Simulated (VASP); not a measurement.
# SnSe (Pnma) in VASP: a series of runs

SnSe is run at these levels: PBE+D3(BJ); tasks: single point.

Program: VASP 6.6.1. These are calculated values, not measurements. Logs are shortened: lines on timing, memory, paths and dates and some standing lists are left out, and cuts for length are marked.

**Measured values to compare with.**

From “Linear dichroism of the optical properties of SnS and SnSe van der Waals crystals”, 2024, arxiv:2409.17412, for a bulk crystal of SnSe at 300 K: band gap 0.89 eV (indirect).

The results are compared with them further down.

### 1 The cell of the first run

It takes space group Pnma (No. 62, orthorhombic). Conventional cell: a = 11.600 Å, b = 4.191 Å, c = 4.447 Å, α = 90.00°, β = 90.00°, γ = 90.00°. Within 3.7 Å of Sn (site symmetry m) lie 6 Se at 2.77 to 3.47 Å and 2 Sn at 3.59 Å. Se (site symmetry m) has 6 Sn at 2.77 to 3.47 Å within 3.7 Å.

### 2 Single point, PBE+D3(BJ) (volume scaled by 1.03, then relaxed in part)

INCAR reads:

```
SYSTEM = SnSe
PREC     = Accurate       ! precision mode
ENCUT    = 520            ! plane-wave cutoff, eV
EDIFF    = 1E-6           ! SCF threshold, eV
ISMEAR   = 0              ! smearing method
SIGMA    = 0.02           ! smearing width, eV
LREAL    = .FALSE.        ! projectors in reciprocal space
LASPH    = .TRUE.         ! aspherical terms in the spheres
NELM     = 100            ! most SCF steps
ALGO     = Normal         ! electronic algorithm
ISIF     = 2              ! what is computed and relaxed
LWAVE    = .FALSE.        ! write WAVECAR
LCHARG   = .FALSE.        ! write CHGCAR
GGA      = PE             ! functional
IVDW     = 12             ! dispersion correction
NBANDS   = 50             ! bands
```

KPOINTS reads:

```
regular mesh
0
G
  4 8 8
  0 0 0
```

POSCAR reads:

```
SnSe
1.0
   11.5999124336      0.0000000000      0.0000000000
    0.0000000000      4.1905948992      0.0000000000
    0.0000000000      0.0000000000      4.4472057769
Sn Se
4 4
Direct
    0.1192214669      0.2500000000      0.1032564105
    0.3807785331      0.7500000000      0.6032564105
    0.6192214669      0.2500000000      0.3967435895
    0.8807785331      0.7500000000      0.8967435895
    0.3564624807      0.2500000000      0.0238289184
    0.1435375193      0.7500000000      0.5238289184
    0.8564624807      0.2500000000      0.4761710816
    0.6435375193      0.7500000000      0.9761710816
```

Potentials or basis: VASP PAW PBE potentials, release 64 (Sn_d, Se).

Started as:

```
> cat potpaw_PBE.64/Sn_d/POTCAR potpaw_PBE.64/Se/POTCAR > POTCAR
> mpirun -np 1 vasp_std > vasp.out
```

OUTCAR:

```text
SYSTEM = SnSe
   PREC = Accurate
   ENCUT = 520
   EDIFF = 1E-6
   ISMEAR = 0
   LREAL = .FALSE.
   LASPH = .TRUE.
   NELM = 100
   ISIF = 2
   GGA = PE
   IVDW = 12
 IVDW          = 12

 ion  position               nearest neighbor table
   1  0.119  0.250  0.103-   5 2.77   6 2.82   6 2.82   4 3.59   4 3.59
   2  0.381  0.750  0.603-   6 2.77   5 2.82   5 2.82   3 3.59   3 3.59
   3  0.619  0.250  0.397-   7 2.77   8 2.82   8 2.82   2 3.59   2 3.59
   4  0.881  0.750  0.897-   8 2.77   7 2.82   7 2.82   1 3.59   1 3.59
   5  0.356  0.250  0.024-   1 2.77   2 2.82   2 2.82
   6  0.144  0.750  0.524-   2 2.77   1 2.82   1 2.82
   7  0.856  0.250  0.476-   3 2.77   4 2.82   4 2.82
   8  0.644  0.750  0.976-   4 2.77   3 2.82   3 2.82

  LATTYP: Found a simple orthorhombic cell.
 ALAT       =     4.1905948992
 B/A-ratio  =     1.0612349520
 C/A-ratio  =     2.7680825068

  Lattice vectors:

 A1 = (   0.0000000000,   4.1905948992,   0.0000000000)
 A2 = (   0.0000000000,   0.0000000000,   4.4472057769)
 A3 = (  11.5999124336,   0.0000000000,   0.0000000000)

Analysis of symmetry for initial positions (statically):
=====================================================================
 Subroutine PRICEL returns:
 Original cell was already a primitive cell.

 Routine SETGRP: Setting up the symmetry group for a
 simple orthorhombic supercell.

 Subroutine GETGRP returns: Found  8 space group operations
 (whereof  2 operations were pure point group operations)
 out of a pool of  8 trial point group operations.

The static configuration has the point symmetry S_2 .
 The point group associated with its full space group is D_2h.

Analysis of symmetry for dynamics (positions and initial velocities):
=====================================================================
 Subroutine PRICEL returns:
 Original cell was already a primitive cell.

 Routine SETGRP: Setting up the symmetry group for a
 simple orthorhombic supercell.

 Subroutine GETGRP returns: Found  8 space group operations
 (whereof  2 operations were pure point group operations)
 out of a pool of  8 trial point group operations.

The dynamic configuration has the point symmetry S_2 .
 The point group associated with its full space group is D_2h.

 Subroutine INISYM returns: Found  8 space group operations
 (whereof  2 operations are pure point group operations),
 and found     1 'primitive' translations

----------------------------------------------------------------------------------------

                                     Primitive cell

  volume of cell :     216.1810

  direct lattice vectors                    reciprocal lattice vectors
    11.599912434  0.000000000  0.000000000     0.086207547  0.000000000  0.000000000
     0.000000000  4.190594899  0.000000000     0.000000000  0.238629604  0.000000000
     0.000000000  0.000000000  4.447205777     0.000000000  0.000000000  0.224860294

  length of vectors
    11.599912434  4.190594899  4.447205777     0.086207547  0.238629604  0.224860294

  position of ions in fractional coordinates (direct lattice)
     0.119221467  0.250000000  0.103256411
     0.380778533  0.750000000  0.603256411
     0.619221467  0.250000000  0.396743589
     0.880778533  0.750000000  0.896743589
     0.356462481  0.250000000  0.023828918
     0.143537519  0.750000000  0.523828918
     0.856462481  0.250000000  0.476171082
     0.643537519  0.750000000  0.976171082

  ion indices of the primitive-cell ions
   primitive index   ion index
                 1           1
                 2           2
                 3           3
                 4           4
                 5           5
                 6           6
                 7           7
                 8           8

----------------------------------------------------------------------------------------

 KPOINTS: regular mesh

Automatic generation of k-mesh.
 Grid dimensions read from file:
 generate k-points for:    4    8    8

 Generating k-lattice:

  Cartesian coordinates                     Fractional coordinates (reciprocal lattice)
     0.021551887  0.000000000  0.000000000     0.250000000  0.000000000  0.000000000
     0.000000000  0.029828700  0.000000000     0.000000000  0.125000000  0.000000000
     0.000000000  0.000000000  0.028107537     0.000000000  0.000000000  0.125000000

  Length of vectors
     0.021551887  0.029828700  0.028107537

  Shift w.r.t. Gamma in fractional coordinates (k-lattice)
     0.000000000  0.000000000  0.000000000

 Subroutine IBZKPT returns following result:
 ===========================================

 Found     75 irreducible k-points:

 Following reciprocal coordinates:
            Coordinates               Weight
  0.000000  0.000000  0.000000      1.000000
  0.250000  0.000000  0.000000      2.000000
  0.500000  0.000000  0.000000      1.000000
  0.000000  0.125000  0.000000      2.000000
  0.250000  0.125000  0.000000      4.000000
  0.500000  0.125000  0.000000      2.000000
[... 16 lines left out ...]
  0.250000  0.250000  0.125000      8.000000
  0.500000  0.250000  0.125000      4.000000
 [... further k-points ...]
   k-points           NKPTS =     75   k-points in BZ     NKDIM =     75   number of bands    NBANDS=     50
   number of dos      NEDOS =    301   number of ions     NIONS =      8
   total plane-waves  NPLWV = 103680
   dimension x,y,z NGX =    90 NGY =   32 NGZ =   36
   dimension x,y,z NGXF=   180 NGYF=   64 NGZF=   72
   ions per type =               4   4
   NGX,Y,Z   is equivalent  to a cutoff of  12.90, 12.69, 13.46 a.u.
   NGXF,Y,Z  is equivalent  to a cutoff of  25.80, 25.39, 26.92 a.u.
 SYSTEM =  SnSe
   PREC   = accura    normal or accurate (medium, high low for compatibility)
   ISTART =      0    job   : 0-new  1-cont  2-samecut
   ICHARG =      2    charge: 1-file 2-atom 10-const
   ISPIN  =      1    spin polarized calculation?
   LNONCOLLINEAR =      F non collinear calculations
   LSORBIT =      F    spin-orbit coupling
   LASPH  =      T    aspherical Exc in radial PAW
   ENCUT  =  520.0 eV  38.22 Ry    6.18 a.u.  21.57  7.79  8.27*2*pi/ulx,y,z
   NELM   =    100;   NELMIN=  2; NELMDL= -5     # of ELM steps
   EDIFF  = 0.1E-05   stopping-criterion for ELM
   LREAL  =      F    real-space projection
   EDIFFG = 0.1E-04   stopping-criterion for IOM
   NSW    =      0    number of steps for IOM
   IBRION =     -1    ionic relax: 0-MD 1-quasi-New 2-CG
   NFREE  =      0    steps in history (QN), initial steepest desc. (CG)
   ISIF   =      2    stress and relaxation
   ISYM   =      2    0-nonsym 1-usesym 2-fastsym
   POTIM  = 0.5000    time-step for ionic-motion
   TEBEG  =    0.0;   TEEND  =   0.0 temperature during run
   PSTRESS=    0.0 pullay stress
   NELECT =      80.0000    total number of electrons
   NUPDOWN=      -1.0000    fix difference up-down
   EMIN   =  10.00;   EMAX   =-10.00  energy-range for DOS
   EFERMI =   0.00;   METHOD = LEGACY
   ISMEAR =     0;   SIGMA  =   0.02  broadening in eV -4-tet -1-fermi 0-gaus
   EFERMI_NEDOS =   21; number of points for ismear=-14 and -15
   IALGO  =     38    algorithm
   IMIX   =      4    mixing-type and parameters
     AMIX     =   0.40;   BMIX     =  1.00
     AMIX_MAG =   1.60;   BMIX_MAG =  1.00
  volume/ion in A,a.u.               =      27.02       182.36
  Fermi-wavevector in a.u.,A,eV,Ry     =   1.175346  2.221081 18.795598  1.381438
  Thomas-Fermi vector in A             =   2.311728
   LORBIT       =      0    0 simple, 1 ext, 2 COOP (PROOUT), +10 PAW based schemes
   GGA     = PE    functional components
   LHFCALC =     F    Hartree Fock is set to
   AEXX    =    0.0000 exact exchange contribution
   IVDW    =    12    specifies the selected vdW correction
   LEPSILON=     F    determine dielectric tensor
   LRPA    =     F    only Hartree local field effects (RPA)
 non-spin polarized calculation
 Gauss-broadening in eV      SIGMA  =   0.02
  energy-cutoff  :      520.00
  volume of cell :      216.18
 maximum number of plane-waves:      5860
 NGX is ok and might be reduce to    90
   NGX = 43   NGY = 15   NGZ = 17

 number of electron      80.0000010 magnetization

 Free energy of the ion-electron system (eV)
  ---------------------------------------------------
  ext. energy  EPLUGINS =         0.00000000
  ---------------------------------------------------
  free energy    TOTEN  =       -32.85055505 eV

  energy without entropy =      -32.85055505  energy(sigma->0) =      -32.85055505

 E-fermi :   5.4069     XC(G=0):  -9.6495

 val. band max:        5.3125154535   @ k =   0.0000   0.0000   0.3750
 cond. band min:       5.9607473682   @ k =   0.0000   0.3750   0.0000
 fundamental gap:      0.6482319147
 Fermi energy:         5.4069359874

 k-point     1 :       0.0000    0.0000    0.0000
  band No.  band energies     occupation
      1     -16.0325      2.00000
      2     -16.0225      2.00000
      3     -16.0196      2.00000
      4     -16.0172      2.00000
      5     -16.0167      2.00000
      6     -16.0134      2.00000
[... 42 lines left out ...]
     49       9.9501      0.00000
     50       9.9753      0.00000

 k-point     2 :       0.2500    0.0000    0.0000
  band No.  band energies     occupation
      1     -16.0312      2.00000
      2     -16.0239      2.00000
      3     -16.0198      2.00000
      4     -16.0177      2.00000
      5     -16.0164      2.00000
      6     -16.0143      2.00000
[... 42 lines left out ...]
     49      10.1194      0.00000
     50      10.2527      0.00000

 k-point     3 :       0.5000    0.0000    0.0000
  band No.  band energies     occupation
      1     -16.0278      2.00000
      2     -16.0278      2.00000
      3     -16.0189      2.00000
      4     -16.0189      2.00000
      5     -16.0155      2.00000
      6     -16.0155      2.00000
[... 1102 lines left out ...]
     49       9.4397      0.00000
     50       9.9233      0.00000

 k-point    24 :       0.5000    0.2500    0.1250
  band No.  band energies     occupation
      1     -16.0237      2.00000
      2     -16.0237      2.00000
      3     -16.0189      2.00000
      4     -16.0189      2.00000
      5     -16.0136      2.00000
      6     -16.0136      2.00000
[... 42 lines left out ...]
     49       9.4562      0.00000
     50       9.4562      0.00000

 [... further k-points ...]

------------------------ aborting loop because EDIFF is reached ----------------------------------------

 Edisp (eV)   -2.86296

 E8    (eV) :    -1.2924

  FORCE on cell =-STRESS in cart. coord.  units (eV):
  Direction    XX          YY          ZZ          XY          YZ          ZX
  --------------------------------------------------------------------------------------
  -------------------------------------------------------------------------------------
  Total      -1.15520    -1.23748    -1.18695     0.00000    -0.00000     0.00000
  in kB      -8.56149    -9.17132    -8.79680     0.00000    -0.00000     0.00000
  external pressure =       -8.84 kB  Pullay stress =        0.00 kB

 VOLUME and BASIS-vectors are now :
 -----------------------------------------------------------------------------
  energy-cutoff  :      520.00
  volume of cell :      216.18
      direct lattice vectors                 reciprocal lattice vectors
    11.599912434  0.000000000  0.000000000     0.086207547  0.000000000  0.000000000
     0.000000000  4.190594899  0.000000000     0.000000000  0.238629604  0.000000000
     0.000000000  0.000000000  4.447205777     0.000000000  0.000000000  0.224860294

 POSITION                                       TOTAL-FORCE (eV/Angst)
 -----------------------------------------------------------------------------------
      1.38296      1.04765      0.45920        -0.014281      0.000000     -0.004795
      4.41700      3.14295      2.68281         0.014281      0.000000     -0.004795
      7.18291      1.04765      1.76440        -0.014281      0.000000      0.004795
     10.21695      3.14295      3.98800         0.014281      0.000000      0.004795
      4.13493      1.04765      0.10597         0.001784     -0.000000      0.002970
      1.66502      3.14295      2.32957        -0.001784     -0.000000      0.002970
      9.93489      1.04765      2.11763         0.001784     -0.000000     -0.002970
      7.46498      3.14295      4.34123        -0.001784      0.000000     -0.002970
 -----------------------------------------------------------------------------------
    total drift:                               -0.000000      0.000000     -0.000000

  FREE ENERGIE OF THE ION-ELECTRON SYSTEM (eV)
  ---------------------------------------------------
  free  energy   TOTEN  =       -35.7135195152 eV

  energy  without entropy=      -35.7135195152  energy(sigma->0) =      -35.71351952
```

Wall time 10 min (1 thread of Intel Xeon Platinum 8259CL at 2.50GHz (Skylake/Cascade Lake), shared host); peak memory 0.74 GiB.

What came out:

- Free energy: -35.7135 eV
- Pressure: -0.9 GPa
- Largest force: 0.015 eV/Å
- Band gap on the k mesh: 0.65 eV, indirect (least direct gap 0.86 eV)
- Dispersion energy per atom: -0.358 eV

Forces on the atoms (eV/Å):
```
Sn  -0.014  0.000 -0.005
Sn   0.014  0.000 -0.005
Sn  -0.014  0.000  0.005
Sn   0.014  0.000  0.005
Se   0.002  0.000  0.003
Se  -0.002  0.000  0.003
Se   0.002  0.000 -0.003
Se  -0.002  0.000 -0.003
```

Levels at points of the mesh, in eV from the valence-band top:
```csv
k point,band 36,band 37,band 38,band 39,band 40,band 41,band 42,band 43,band 44,band 45
"(0.00, 0.00, 0.00)",-1.82,-1.57,-1.23,-0.69,-0.54,0.66,2.88,3.08,3.10,3.30
"(0.50, 0.00, 0.00)",-2.08,-1.84,-1.84,-0.56,-0.56,2.54,2.54,2.74,2.74,3.79
"(0.00, 0.50, 0.00)",-1.63,-0.95,-0.95,-0.72,-0.72,1.01,1.01,1.31,1.31,1.75
"(0.50, 0.50, 0.00)",-2.04,-0.94,-0.94,-0.94,-0.94,1.41,1.41,1.41,1.41,2.15
"(0.00, 0.00, 0.50)",-1.39,-0.76,-0.76,-0.25,-0.25,1.23,1.23,1.61,1.61,1.63
"(0.50, 0.00, 0.50)",-1.72,-0.45,-0.45,-0.24,-0.24,1.19,1.19,1.64,1.64,1.68
"(0.00, 0.50, 0.50)",-3.12,-2.27,-2.27,-1.42,-1.42,2.61,2.61,3.04,3.04,4.61
"(0.50, 0.50, 0.50)",-3.69,-1.54,-1.54,-1.54,-1.54,2.47,2.47,2.47,2.47,4.76
```

Caveat: the cell differs from its parent crystal (volume scaled by 1.03, then relaxed in part); spin-orbit coupling is left out, which moves the levels of the heavy elements.

### 3 Single point, PBE+D3(BJ)

This run uses another cell than the first one, of 26.24 Å³/atom, 0.971 times its volume.

INCAR reads:

```
PREC = Accurate
ENCUT = 520
EDIFF = 1E-6
ISMEAR = 0
SIGMA = 0.02
LREAL = F
LASPH = T
NELM = 100
ALGO = Normal
ISIF = 2
LWAVE = F
LCHARG = T
GGA = PE
IVDW = 12
LELF = T
LVHAR = T
NBANDS = 50
```

KPOINTS reads:

```
Automatic mesh
0
Gamma
  4 8 8
```

POSCAR reads:

```
SnSe
1.0
   11.4816168657      0.0000000000      0.0000000000
    0.0000000000      4.1675106151      0.0000000000
    0.0000000000      0.0000000000      4.3863231555
Sn Se
4 4
Direct
    0.1176252658      0.2500000000      0.0953416200
    0.3823747342      0.7500000000      0.5953416200
    0.6176252658      0.2500000000      0.4046583800
    0.8823747342      0.7500000000      0.9046583800
    0.3569825010      0.2500000000      0.0230334147
    0.1430174990      0.7500000000      0.5230334147
    0.8569825010      0.2500000000      0.4769665853
    0.6430174990      0.7500000000      0.9769665853
```

Potentials or basis: VASP PAW PBE potentials, release 64 (Sn_d, Se).

Started as:

```
> cat potpaw_PBE.64/Sn_d/POTCAR potpaw_PBE.64/Se/POTCAR > POTCAR
> mpirun -np 1 vasp_std > vasp.out
```

Run time: 7.2 min. Hardware: 1 thread of AMD EPYC 9R45 (Zen 5), shared host; peak memory 0.7 GiB.

Results (log left out):

- Free energy: -35.7313 eV
- Pressure: 0.0 GPa
- Largest force: 0.011 eV/Å
- Band gap on the k mesh: 0.56 eV, indirect (least direct gap 0.83 eV)
- Dispersion energy per atom: -0.369 eV

Forces on the atoms (eV/Å):
```
Sn  -0.009  0.000 -0.006
Sn   0.009  0.000 -0.006
Sn  -0.009  0.000  0.006
Sn   0.009  0.000  0.006
Se   0.010  0.000  0.005
Se  -0.010  0.000  0.005
Se   0.010  0.000 -0.005
Se  -0.010  0.000 -0.005
```

Levels at points of the mesh, in eV from the valence-band top:
```
           k point  band 37  band 38  band 39  band 40  band 41  band 42  band 43  band 44
(0.00, 0.00, 0.00)    -1.62    -1.29    -0.72    -0.58     0.56     2.95     3.13     3.14
(0.50, 0.00, 0.00)    -1.91    -1.91    -0.59    -0.59     2.56     2.56     2.77     2.77
(0.00, 0.50, 0.00)    -1.00    -1.00    -0.67    -0.67     0.94     0.94     1.38     1.38
(0.50, 0.50, 0.00)    -0.94    -0.94    -0.94    -0.94     1.41     1.41     1.41     1.41
(0.00, 0.00, 0.50)    -0.78    -0.78    -0.25    -0.25     1.22     1.22     1.46     1.46
(0.50, 0.00, 0.50)    -0.45    -0.45    -0.22    -0.22     1.15     1.15     1.51     1.51
(0.00, 0.50, 0.50)    -2.36    -2.36    -1.51    -1.51     2.60     2.60     3.02     3.02
(0.50, 0.50, 0.50)    -1.60    -1.60    -1.60    -1.60     2.40     2.40     2.40     2.40
```

Caveat: spin-orbit coupling is left out, which moves the levels of the heavy elements.

### 4 How close it comes

Step 3. Against the measured gap of SnSe, 0.89 eV (indirect; 300 K; “Linear dichroism of the optical properties of SnS and SnSe van der Waals crystals”, 2024, arxiv:2409.17412), the calculated 0.56 eV is off by -0.33 eV. 2 values of this kind are on record (0.89 to 0.99 eV); this one was drawn at random. Spin-orbit coupling on Se, Sn is left out. The value is that of PBE+D3(BJ) on a finite k mesh, which can miss the band edges, without temperature or zero-point motion. Semilocal functionals fall short of measured gaps as a rule.
